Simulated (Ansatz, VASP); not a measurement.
BSe3: VASP beside Ansatz

```
B Se
1.0
     4.36080    0.00000    0.00000
     0.00000    4.36080    0.00000
     0.00000    0.00000    4.36080
B Se
1 3
Cartesian
  0.0000 0.0000 0.0000
  0.0000 2.1804 2.1804
  2.1804 0.0000 2.1804
  2.1804 2.1804 0.0000
```

Alike in both runs: task relaxation of cell and atoms; functional PBE; k mesh 4 × 4 × 4; occupations gaussian, width 0.1 eV; no spin polarisation.

|  | VASP | Ansatz |
| --- | --- | --- |
| version | VASP 6.6.1 | Ansatz 0.2.0 |
| potentials or method | VASP PAW PBE potentials, release 64 (B, Se), cutoff 600 eV | scalar-relativistic, plane waves, PAW |
| valence electrons in the cell | 21 | 51 |

```csv
,VASP,Ansatz,Ansatz less VASP
"gap on the k mesh at the Fermi level, each at its own relaxed structure (eV)",none,none,-
relaxed volume (Å³/atom),18.47,18.47,+0.001
relaxed cell length with the largest relative difference (Å),4.196,4.196,+0.0001
```

A gap of «none» marks a metal or a gap that the smearing closes. VASP's potentials hold 21 valence electrons a cell and Ansatz's 51, so a difference there can come from the potentials and not from the codes.

The k mesh is coarse, so the values compare programs but aren't converged.
